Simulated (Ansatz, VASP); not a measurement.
## GdH3S3: VASP beside Ansatz

File INCAR:

```
SYSTEM = GdH3S3
PREC = Accurate
ENCUT = 520
EDIFF = 1E-6
ISMEAR = 0
SIGMA = 0.01
LREAL = .FALSE.
LASPH = .TRUE.
NELM = 150
ALGO = Normal
ISIF = 2
LWAVE = .FALSE.
LCHARG = .FALSE.
ISPIN = 2
MAGMOM = 7 0 0 0 0 0 0
LORBIT = 11
LMAXMIX = 6
LDAU = .TRUE.
LDAUTYPE = 2
LDAUL = 3 -1 -1
LDAUU = 5 0 0
LDAUJ = 0 0 0
LDAUPRINT = 1
GGA = PE
NBANDS = 32
```

KPOINTS

```
regular mesh
0
G
  1 1 1
  0 0 0
```

POSCAR

```
GdH3S3
1.0
   14.0900000000      0.0000000000      0.0000000000
    0.0000000000     14.3600000000      0.0000000000
    0.0000000000      0.0000000000      9.2400000000
Gd S H
1 3 3
Direct
    0.4778608900      0.5178321700      0.4870129900
    0.6601816900      0.4896713100      0.5091331200
    0.4115557100      0.6868384400      0.5091331200
    0.3618452800      0.3769867700      0.5091331200
    0.6802995000      0.5827137900      0.5129761900
    0.3193754400      0.6574115600      0.5129761900
    0.4339077400      0.3133704700      0.5129761900
```

Input for Ansatz:

```yaml
crystal:
  lattice:
    - [14.09, 0.0, 0.0]
    - [0.0, 14.36, 0.0]
    - [0.0, 0.0, 9.24]
  atoms:
    - { symbol: Gd, position: [0.47786089, 0.51783217, 0.48701299], spin: 7.0 }
    - { symbol: S, position: [0.66018169, 0.48967131, 0.50913312] }
    - { symbol: H, position: [0.6802995, 0.58271379, 0.51297619] }
    - { symbol: S, position: [0.41155571, 0.68683844, 0.50913312] }
    - { symbol: H, position: [0.31937544, 0.65741156, 0.51297619] }
    - { symbol: S, position: [0.36184528, 0.37698677, 0.50913312] }
    - { symbol: H, position: [0.43390774, 0.31337047, 0.51297619] }
basis:
  ecutwfc: 420
  ecutrho_ratio: 4
kpoints:
  mp_grid: { grid: [1, 1, 1] }
hamiltonian:
  xc: pbe
  hubbard: { sites: [{ species: Gd, l: f, u_eff: 5.0 }] }
scf:
  occupations: { method: gaussian, width: 0.01 }
output:
  forces: true
  eigenvalues: true
  populations: true
  hubbard: { sites: [{ species: Gd, l: f }] }
magnetization:
  spin_polarized: true
```

Alike in both runs: task single point; functional PBE; k mesh 1 × 1 × 1; occupations gaussian, width 0.01 eV; collinear spin; Hubbard terms Gd f U = 5.0 eV.

|  | VASP | Ansatz |
| --- | --- | --- |
| version | VASP 6.6.1 | Ansatz 0.2.0 |
| potentials or method | VASP PAW PBE potentials, release 64 (Gd, S, H), cutoff 520 eV | scalar-relativistic, plane waves, PAW |
| valence electrons in the cell | 39 | 39 |

|  | VASP | Ansatz | Ansatz less VASP |
| --- | --- | --- | --- |
| gap on the k mesh at the Fermi level (eV) | 2.84 | 2.81 | -0.025 |
| rms of the force components (eV/Å) | 0.162 | 0.132 | -0.0299 |
| net moment per atom (μB) | 1.00 | 1.00 | 0.000 |
| size of the moment on the site where the two differ most (μB) | 6.88 | 6.97 | +0.092 |

Site moments also hang on the region over which each program counts them. The programs project onto different local orbitals, so the same U acts differently, and such runs can settle in different states.

Neither program's run includes spin-orbit coupling.
